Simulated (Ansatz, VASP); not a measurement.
Two plane-wave programs on OsO

Contents of INCAR:

```
ALGO = Normal ; EDIFF = 1E-6
ENCUT = 520 ; GGA = PE
ISIF = 2 ; ISMEAR = 0
ISPIN = 2 ; LASPH = True
LCHARG = True ; LELF = True
LMAXMIX = 4 ; LORBIT = 11
LREAL = False ; LVHAR = True
LWAVE = False ; MAGMOM = 1 0
NBANDS = 18 ; NELM = 150
PREC = Accurate ; SIGMA = 0.1
```

File KPOINTS:

```
k-points
0
Gamma
  6 6 6
```

Contents of POSCAR:

```
OsO
1.0
    2.7771540023      0.0000000000      0.0000000000
    0.0000000000      2.7771540023      0.0000000000
    0.0000000000      0.0000000000      2.7771540023
Os O
1 1
Direct
    0.0000000000      0.0000000000      0.0000000000
    0.5000000000      0.5000000000      0.5000000000
```

Input for Ansatz:

```yaml
crystal:
  lattice:
    - [2.7771540023, 0.0, 0.0]
    - [0.0, 2.7771540023, 0.0]
    - [0.0, 0.0, 2.7771540023]
  atoms:
    - { symbol: Os, position: [0.0, 0.0, 0.0], spin: 1.0 }
    - { symbol: O, position: [0.5, 0.5, 0.5] }
basis:
  ecutwfc: 420
kpoints:
  mp_grid: { grid: [6, 6, 6] }
hamiltonian:
  xc: pbe
scf:
  occupations: { method: gaussian, width: 0.1 }
  lower_state_search: "off"
output:
  forces: true
  stress: true
  eigenvalues: true
  populations: true
magnetization:
  spin_polarized: true
```

Alike in both runs: task single point; functional PBE; k mesh 6 × 6 × 6; occupations gaussian, width 0.1 eV; collinear spin.

|  | VASP | Ansatz |
| --- | --- | --- |
| version | VASP 6.6.1 | Ansatz 0.2.0 |
| potentials or method | VASP PAW PBE potentials, release 64 (Os, O), cutoff 520 eV | scalar-relativistic, plane waves, PAW |
| valence electrons in the cell | 14 | 22 |

|  | VASP | Ansatz | Ansatz less VASP |
| --- | --- | --- | --- |
| gap on the k mesh at the Fermi level (eV) | none | none | - |
| pressure (GPa) | 5.3 | 5.1 | -0.20 |
| net moment per atom (μB) | 0.00 | 0.00 | 0.000 |

A gap of «none» marks a metal or a gap that the smearing closes. VASP's potentials hold 14 valence electrons a cell and Ansatz's 22, so a difference there can come from the potentials and not from the codes. Ansatz's warnings: seeded moment not kept.

The k mesh is coarse, so the values compare programs but aren't converged. Neither program's run includes spin-orbit coupling.
